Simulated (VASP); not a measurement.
Here is a VASP 6.6.1 calculation.

INCAR

```
SYSTEM = NaF
PREC = Accurate
ENCUT = 520
EDIFF = 1E-6
ISMEAR = 0
SIGMA = 0.01
LREAL = .FALSE.
LASPH = .TRUE.
NELM = 80
ALGO = Normal
ISIF = 2
LWAVE = .FALSE.
LCHARG = .FALSE.
GGA = PE
NBANDS = 14
```

File KPOINTS:

```
Automatic mesh
0
G
  8 8 8
  0 0 0
```

File POSCAR:

```
NaF
1.0
    0.0000000000      2.3730101147      2.3730101147
    2.3730101147      0.0000000000      2.3730101147
    2.3730101147      2.3730101147      0.0000000000
Na F
1 1
Direct
    0.0000000000      0.0000000000      0.0000000000
    0.5000000000      0.5000000000      0.5000000000
```

Potentials or basis: VASP PAW PBE potentials, release 64 (Na_pv, F).

Launch:

```console
$ cat potpaw_PBE.64/Na_pv/POTCAR potpaw_PBE.64/F/POTCAR > POTCAR
$ mpirun -np 1 vasp_std > vasp.out
```

(1) Estimate the pressure.

(2) Estimate the band gap on the k mesh.

Results:

(1) -1.4 GPa.

(2) 5.93 eV, direct.
